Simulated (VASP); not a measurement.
# GaP (F-43m) in VASP: a series of runs

The runs below take GaP through single point, relaxation of cell and atoms, with PBEsol.

Everything below comes from runs of VASP 6.6.1. Logs are shortened: lines on timing, memory, paths and dates and some standing lists are left out, and cuts for length are marked.

## 1. The cell of the first run

Symmetry: F-43m, No. 216, cubic system. The conventional cell has a = 5.438 Å, b = 5.438 Å, c = 5.438 Å, α = 90.00°, β = 90.00°, γ = 90.00°. Ga (site symmetry -43m) has 4 P at 2.35 Å within 3.1 Å. P (site symmetry -43m) has 4 Ga at 2.35 Å within 3.1 Å.

## 2. Single point, PBEsol

Input file INCAR:

```
PREC = Accurate ; ENCUT = 520
EDIFF = 1E-6 ; ISMEAR = 0
SIGMA = 0.02 ; LREAL = False
LASPH = True ; NELM = 80
ALGO = Normal ; ISIF = 2
LWAVE = False ; LCHARG = False
GGA = PS ; NBANDS = 16
```

Input file KPOINTS:

```
regular mesh
0
Gamma
  8 8 8
```

Input file POSCAR:

```
GaP
1.0
    0.0000000000      2.7192244523      2.7192244523
    2.7192244523      0.0000000000      2.7192244523
    2.7192244523      2.7192244523      0.0000000000
Ga P
1 1
Direct
    0.0000000000      0.0000000000      0.0000000000
    0.7500000000      0.7500000000      0.7500000000
```

Potentials or basis: VASP PAW PBE potentials, release 64 (Ga_d, P).

Run with:

```sh
$ cat potpaw_PBE.64/Ga_d/POTCAR potpaw_PBE.64/P/POTCAR > POTCAR
$ mpirun -np 1 vasp_std > vasp.out
```

OUTCAR:

```text
PREC = Accurate
   ENCUT = 520
   EDIFF = 1E-6
   ISMEAR = 0
   LREAL = False
   LASPH = True
   NELM = 80
   ISIF = 2
   GGA = PS

 ion  position               nearest neighbor table
   1  0.000  0.000  0.000-   2 2.35   2 2.35   2 2.35   2 2.35
   2  0.750  0.750  0.750-   1 2.35   1 2.35   1 2.35   1 2.35

  LATTYP: Found a face centered cubic cell.
 ALAT       =     5.4384489046

  Lattice vectors:

 A1 = (   0.0000000000,   2.7192244523,   2.7192244523)
 A2 = (   2.7192244523,   0.0000000000,   2.7192244523)
 A3 = (   2.7192244523,   2.7192244523,   0.0000000000)

Analysis of symmetry for initial positions (statically):
=====================================================================
 Subroutine PRICEL returns:
 Original cell was already a primitive cell.

 Routine SETGRP: Setting up the symmetry group for a
 face centered cubic supercell.

 Subroutine GETGRP returns: Found 24 space group operations
 (whereof 24 operations were pure point group operations)
 out of a pool of 48 trial point group operations.

The static configuration has the point symmetry T_d .

Analysis of symmetry for dynamics (positions and initial velocities):
=====================================================================
 Subroutine PRICEL returns:
 Original cell was already a primitive cell.

 Routine SETGRP: Setting up the symmetry group for a
 face centered cubic supercell.

 Subroutine GETGRP returns: Found 24 space group operations
 (whereof 24 operations were pure point group operations)
 out of a pool of 48 trial point group operations.

The dynamic configuration has the point symmetry T_d .

 Subroutine INISYM returns: Found 24 space group operations
 (whereof 24 operations are pure point group operations),
 and found     1 'primitive' translations

----------------------------------------------------------------------------------------

                                     Primitive cell

  volume of cell :      40.2129

  direct lattice vectors                    reciprocal lattice vectors
     0.000000000  2.719224452  2.719224452    -0.183875958  0.183875958  0.183875958
     2.719224452  0.000000000  2.719224452     0.183875958 -0.183875958  0.183875958
     2.719224452  2.719224452  0.000000000     0.183875958  0.183875958 -0.183875958

  length of vectors
     3.845564100  3.845564100  3.845564100     0.318482501  0.318482501  0.318482501

  position of ions in fractional coordinates (direct lattice)
     0.000000000  0.000000000  0.000000000
     0.750000000  0.750000000  0.750000000

  ion indices of the primitive-cell ions
   primitive index   ion index
                 1           1
                 2           2

----------------------------------------------------------------------------------------

 KPOINTS: regular mesh

Automatic generation of k-mesh.
 Grid dimensions read from file:
 generate k-points for:    8    8    8

 Generating k-lattice:

  Cartesian coordinates                     Fractional coordinates (reciprocal lattice)
    -0.022984495  0.022984495  0.022984495     0.125000000  0.000000000  0.000000000
     0.022984495 -0.022984495  0.022984495     0.000000000  0.125000000  0.000000000
     0.022984495  0.022984495 -0.022984495     0.000000000  0.000000000  0.125000000

  Length of vectors
     0.039810313  0.039810313  0.039810313

  Shift w.r.t. Gamma in fractional coordinates (k-lattice)
     0.000000000  0.000000000  0.000000000

 Subroutine IBZKPT returns following result:
 ===========================================

 Found     29 irreducible k-points:

 Following reciprocal coordinates:
            Coordinates               Weight
  0.000000  0.000000  0.000000      1.000000
  0.125000  0.000000  0.000000      8.000000
  0.250000  0.000000  0.000000      8.000000
  0.375000  0.000000  0.000000      8.000000
  0.500000  0.000000  0.000000      4.000000
  0.125000  0.125000  0.000000      6.000000
[... 16 lines left out ...]
  0.500000  0.250000  0.125000     48.000000
 -0.375000  0.250000  0.125000     24.000000
 [... further k-points ...]
   k-points           NKPTS =     29   k-points in BZ     NKDIM =     29   number of bands    NBANDS=     16
   number of dos      NEDOS =    301   number of ions     NIONS =      2
   total plane-waves  NPLWV =  27000
   dimension x,y,z NGX =    30 NGY =   30 NGZ =   30
   dimension x,y,z NGXF=    60 NGYF=   60 NGZF=   60
   ions per type =               1   1
   NGX,Y,Z   is equivalent  to a cutoff of  12.97, 12.97, 12.97 a.u.
   NGXF,Y,Z  is equivalent  to a cutoff of  25.94, 25.94, 25.94 a.u.
 SYSTEM =  unknown system
   PREC   = accura    normal or accurate (medium, high low for compatibility)
   ISTART =      0    job   : 0-new  1-cont  2-samecut
   ICHARG =      2    charge: 1-file 2-atom 10-const
   ISPIN  =      1    spin polarized calculation?
   LNONCOLLINEAR =      F non collinear calculations
   LSORBIT =      F    spin-orbit coupling
   LASPH  =      T    aspherical Exc in radial PAW
   ENCUT  =  520.0 eV  38.22 Ry    6.18 a.u.   7.15  7.15  7.15*2*pi/ulx,y,z
   NELM   =     80;   NELMIN=  2; NELMDL= -5     # of ELM steps
   EDIFF  = 0.1E-05   stopping-criterion for ELM
   LREAL  =      F    real-space projection
   EDIFFG = 0.1E-04   stopping-criterion for IOM
   NSW    =      0    number of steps for IOM
   IBRION =     -1    ionic relax: 0-MD 1-quasi-New 2-CG
   NFREE  =      0    steps in history (QN), initial steepest desc. (CG)
   ISIF   =      2    stress and relaxation
   ISYM   =      2    0-nonsym 1-usesym 2-fastsym
   POTIM  = 0.5000    time-step for ionic-motion
   TEBEG  =    0.0;   TEEND  =   0.0 temperature during run
   PSTRESS=    0.0 pullay stress
   NELECT =      18.0000    total number of electrons
   NUPDOWN=      -1.0000    fix difference up-down
   EMIN   =  10.00;   EMAX   =-10.00  energy-range for DOS
   EFERMI =   0.00;   METHOD = LEGACY
   ISMEAR =     0;   SIGMA  =   0.02  broadening in eV -4-tet -1-fermi 0-gaus
   EFERMI_NEDOS =   21; number of points for ismear=-14 and -15
   IALGO  =     38    algorithm
   IMIX   =      4    mixing-type and parameters
     AMIX     =   0.40;   BMIX     =  1.00
     AMIX_MAG =   1.60;   BMIX_MAG =  1.00
  volume/ion in A,a.u.               =      20.11       135.68
  Fermi-wavevector in a.u.,A,eV,Ry     =   1.252306  2.366516 21.337628  1.568271
  Thomas-Fermi vector in A             =   2.386213
   LORBIT       =      0    0 simple, 1 ext, 2 COOP (PROOUT), +10 PAW based schemes
   GGA     = PS    functional components
   LHFCALC =     F    Hartree Fock is set to
   AEXX    =    0.0000 exact exchange contribution
   IVDW    =     0    specifies the selected vdW correction
   LEPSILON=     F    determine dielectric tensor
   LRPA    =     F    only Hartree local field effects (RPA)
 non-spin polarized calculation
 Gauss-broadening in eV      SIGMA  =   0.02
  energy-cutoff  :      520.00
  volume of cell :       40.21
 maximum number of plane-waves:      1106
 NGX is ok and might be reduce to    30
   NGX = 15   NGY = 15   NGZ = 15

 number of electron      17.9999987 magnetization

 Free energy of the ion-electron system (eV)
  ---------------------------------------------------
  ext. energy  EPLUGINS =         0.00000000
  ---------------------------------------------------
  free energy    TOTEN  =        -9.92109316 eV

  energy without entropy =       -9.92109316  energy(sigma->0) =       -9.92109316

 E-fermi :   4.7598     XC(G=0): -10.0514

 val. band max:        4.6365690959   @ k =   0.0000   0.0000   0.0000
 cond. band min:       6.1394691276   @ k =   0.5000   0.5000   0.0000
 fundamental gap:      1.5029000316
 Fermi energy:         4.7597783483

 k-point     1 :       0.0000    0.0000    0.0000
  band No.  band energies     occupation
      1      -9.9159      2.00000
      2      -9.9159      2.00000
      3      -9.9159      2.00000
      4      -9.8131      2.00000
      5      -9.8131      2.00000
      6      -7.9379      2.00000
[... 8 lines left out ...]
     15      14.4178      0.00000
     16      14.4178      0.00000

 k-point     2 :       0.1250    0.0000    0.0000
  band No.  band energies     occupation
      1      -9.9303      2.00000
      2      -9.9110      2.00000
      3      -9.9110      2.00000
      4      -9.8132      2.00000
      5      -9.8132      2.00000
      6      -7.7323      2.00000
[... 8 lines left out ...]
     15      13.7564      0.00000
     16      14.1536      0.00000

 k-point     3 :       0.2500    0.0000    0.0000
  band No.  band energies     occupation
      1      -9.9616      2.00000
      2      -9.9007      2.00000
      3      -9.9007      2.00000
      4      -9.8119      2.00000
      5      -9.8119      2.00000
      6      -7.1492      2.00000
[... 8 lines left out ...]
     15      13.5627      0.00000
     16      14.3677      0.00000

 k-point     4 :       0.3750    0.0000    0.0000
  band No.  band energies     occupation
      1      -9.9897      2.00000
      2      -9.8928      2.00000
      3      -9.8928      2.00000
      4      -9.8080      2.00000
      5      -9.8080      2.00000
      6      -6.3318      2.00000
[... 8 lines left out ...]
     15      14.7807      0.00000
     16      14.7807      0.00000

 k-point     5 :       0.5000    0.0000    0.0000
  band No.  band energies     occupation
      1     -10.0006      2.00000
      2      -9.8904      2.00000
      3      -9.8904      2.00000
      4      -9.8055      2.00000
      5      -9.8055      2.00000
      6      -5.8253      2.00000
[... 8 lines left out ...]
     15      16.3256      0.00000
     16      16.3256      0.00000

 k-point     6 :       0.1250    0.1250    0.0000
  band No.  band energies     occupation
      1      -9.9393      2.00000
      2      -9.9064      2.00000
      3      -9.9064      2.00000
      4      -9.8174      2.00000
      5      -9.8098      2.00000
      6      -7.6641      2.00000
[... 8 lines left out ...]
     15      14.5302      0.00000
     16      14.6643      0.00000

 k-point     7 :       0.2500    0.1250    0.0000
  band No.  band energies     occupation
      1      -9.9639      2.00000
      2      -9.8977      2.00000
      3      -9.8956      2.00000
      4      -9.8207      2.00000
      5      -9.8067      2.00000
      6      -7.2059      2.00000
[... 8 lines left out ...]
     15      14.6398      0.00000
     16      15.6177      0.00000

 k-point     8 :       0.3750    0.1250    0.0000
  band No.  band energies     occupation
      1      -9.9884      2.00000
      2      -9.8909      2.00000
      3      -9.8866      2.00000
      4      -9.8189      2.00000
      5      -9.8039      2.00000
      6      -6.4487      2.00000
[... 8 lines left out ...]
     15      15.3493      0.00000
     16      15.5086      0.00000

 k-point     9 :       0.5000    0.1250    0.0000
  band No.  band energies     occupation
      1     -10.0017      2.00000
      2      -9.8880      2.00000
      3      -9.8835      2.00000
      4      -9.8127      2.00000
      5      -9.8042      2.00000
      6      -5.7464      2.00000
[... 8 lines left out ...]
     15      16.3267      0.00000
     16      16.5141      0.00000
[... 172 lines left out ...]
 k-point    19 :       0.5000    0.3750    0.0000
  band No.  band energies     occupation
      1     -10.0288      2.00000
      2      -9.8585      2.00000
      3      -9.8536      2.00000
      4      -9.8432      2.00000
      5      -9.7940      2.00000
      6      -5.1304      2.00000
[... 8 lines left out ...]
     15      16.6654      0.00000
     16      17.8532      0.00000

 k-point    20 :      -0.3750    0.3750    0.0000
  band No.  band energies     occupation
      1     -10.0206      2.00000
      2      -9.8688      2.00000
      3      -9.8577      2.00000
      4      -9.8334      2.00000
      5      -9.8005      2.00000
      6      -4.9394      2.00000
[... 8 lines left out ...]
     15      15.0130      0.00000
     16      19.3024      0.00000

 k-point    21 :       0.5000    0.5000    0.0000
  band No.  band energies     occupation
      1     -10.0369      2.00000
      2      -9.8508      2.00000
      3      -9.8485      2.00000
      4      -9.8485      2.00000
      5      -9.7906      2.00000
      6      -4.9051      2.00000
[... 8 lines left out ...]
     15      17.0672      0.00000
     16      17.6126      0.00000

 k-point    22 :       0.3750    0.2500    0.1250
  band No.  band energies     occupation
      1      -9.9853      2.00000
      2      -9.8884      2.00000
      3      -9.8843      2.00000
      4      -9.8245      2.00000
      5      -9.8038      2.00000
      6      -6.6532      2.00000
[... 8 lines left out ...]
     15      15.7362      0.00000
     16      16.9453      0.00000

 k-point    23 :       0.5000    0.2500    0.1250
  band No.  band energies     occupation
      1     -10.0010      2.00000
      2      -9.8847      2.00000
      3      -9.8748      2.00000
      4      -9.8224      2.00000
      5      -9.8039      2.00000
      6      -5.8819      2.00000
[... 8 lines left out ...]
     15      16.1151      0.00000
     16      17.4089      0.00000

 k-point    24 :      -0.3750    0.2500    0.1250
  band No.  band energies     occupation
      1     -10.0068      2.00000
      2      -9.8842      2.00000
      3      -9.8715      2.00000
      4      -9.8187      2.00000
      5      -9.8056      2.00000
      6      -5.4111      2.00000
[... 8 lines left out ...]
     15      16.5597      0.00000
     16      17.1137      0.00000

 [... further k-points ...]

------------------------ aborting loop because EDIFF is reached ----------------------------------------

  FORCE on cell =-STRESS in cart. coord.  units (eV):
  Direction    XX          YY          ZZ          XY          YZ          ZX
  --------------------------------------------------------------------------------------
  -------------------------------------------------------------------------------------
  Total       -0.0229725     -0.0229725     -0.0229725      0.0000000     -0.0000000     -0.0000000
  in kB       -0.9152799     -0.9152799     -0.9152799      0.0000000     -0.0000000     -0.0000000
  external PRESSURE =      -0.9152799 kB  Pullay stress =       0.0000000 kB

 VOLUME and BASIS-vectors are now :
 -----------------------------------------------------------------------------
  energy-cutoff  :      520.00
  volume of cell :       40.21
      direct lattice vectors                 reciprocal lattice vectors
     0.000000000  2.719224452  2.719224452    -0.183875958  0.183875958  0.183875958
     2.719224452  0.000000000  2.719224452     0.183875958 -0.183875958  0.183875958
     2.719224452  2.719224452  0.000000000     0.183875958  0.183875958 -0.183875958

 POSITION                                       TOTAL-FORCE (eV/Angst)
 -----------------------------------------------------------------------------------
      0.00000      0.00000      0.00000        -0.000000     -0.000000     -0.000000
      4.07884      4.07884      4.07884         0.000000      0.000000      0.000000
 -----------------------------------------------------------------------------------
    total drift:                               -0.000000     -0.000000     -0.000000

  FREE ENERGIE OF THE ION-ELECTRON SYSTEM (eV)
  ---------------------------------------------------
  free  energy   TOTEN  =        -9.9210931614 eV

  energy  without entropy=       -9.9210931614  energy(sigma->0) =       -9.92109316
```

It took 29 s on 1 thread of AMD EPYC 7R43 (Zen 3), shared host; peak memory 0.14 GiB.

What came out:

```
Free energy            : -9.9211 eV
Pressure               : -0.1 GPa
Band gap on the k mesh : 1.50 eV, indirect (least direct gap 1.80 eV)
```

Caveat: the PAW data sets were made with another functional, which shifts forces and pressure a little. PBEsol gaps usually lie below the measured ones, often by a third to a half.

## 3. Relaxation of cell and atoms, PBEsol

This run uses another cell than the first one, of 20.25 Å³/atom, 1.007 times its volume.

Input file INCAR:

```
  ALGO = Normal
  EDIFF = 1E-7
  EDIFFG = -0.005
  ENCUT = 600
  GGA = PS
  IBRION = 2
  ISIF = 3
  ISMEAR = 0
  LASPH = T
  LCHARG = F
  LREAL = F
  LWAVE = F
  NELM = 100
  NSW = 100
  PREC = Accurate
  SIGMA = 0.02
```

Input file KPOINTS:

```
k-points
0
Gamma
  8 8 8
```

Input file POSCAR:

```
GaP
1.0
    0.0000000000      2.7258124900      2.7258124900
    2.7258124900      0.0000000000      2.7258124900
    2.7258124900      2.7258124900      0.0000000000
Ga P
1 1
Direct
    0.0000000000      0.0000000000      0.0000000000
    0.7500000000      0.7500000000      0.7500000000
```

Potentials or basis: VASP PAW PBE potentials, release 64 (Ga_d, P).

Run with:

```sh
$ cat potpaw_PBE.64/Ga_d/POTCAR potpaw_PBE.64/P/POTCAR > POTCAR
$ mpirun -np 1 vasp_std > vasp.out
```

Run time: 69 s. Hardware: 1 thread of AMD EPYC 7R43 (Zen 3), shared host; peak memory 0.16 GiB.

Results (log left out):

```
Free energy                            : -9.9212 eV
Relaxed volume                         : 20.09 Å³/atom
Relaxed cell                           : a = 3.844 Å, b = 3.844 Å, c = 3.844 Å, α = 60.00°, β = 60.00°, γ = 60.00°
Space group after relaxing (to 0.05 Å) : F-43m (No. 216)
Energy gained by relaxing              : 0.4 meV/atom
Ionic steps                            : 3
Pressure after relaxing                : 0.0 GPa
Band gap on the k mesh                 : 1.50 eV, indirect (least direct gap 1.81 eV)
```

Step by step:
```
step  energy change (eV)  largest force (eV/Å)  pressure (GPa)  volume (Å³)
   1              0.0000                0.0000           -0.68        40.51
   2             -0.0005                0.0000            0.39        40.01
   3             -0.0007                0.0000           -0.01        40.18
```

Final structure:
```
Ga P
1.0
     0.00000    2.71839    2.71839
     2.71839    0.00000    2.71839
     2.71839    2.71839    0.00000
Ga P
1 1
Cartesian
  0.0000 0.0000 0.0000
  4.0776 4.0776 4.0776
```

Levels at points of the mesh, in eV from the valence-band top:
```csv
k point,band 5,band 6,band 7,band 8,band 9,band 10,band 11,band 12,band 13
"(0.00, 0.00, 0.00)",-14.45,-12.58,0.00,0.00,0.00,1.81,3.82,3.82,3.82
"(0.50, 0.00, 0.00)",-14.44,-10.47,-6.74,-1.14,-1.14,1.61,4.65,4.65,8.10
"(0.50, 0.50, 0.00)",-14.43,-9.54,-6.84,-2.74,-2.74,1.50,1.71,10.61,10.61
```

Caveat: the PAW data sets were made with another functional, which shifts forces and pressure a little.

(Part 1 of 2 ends here.)
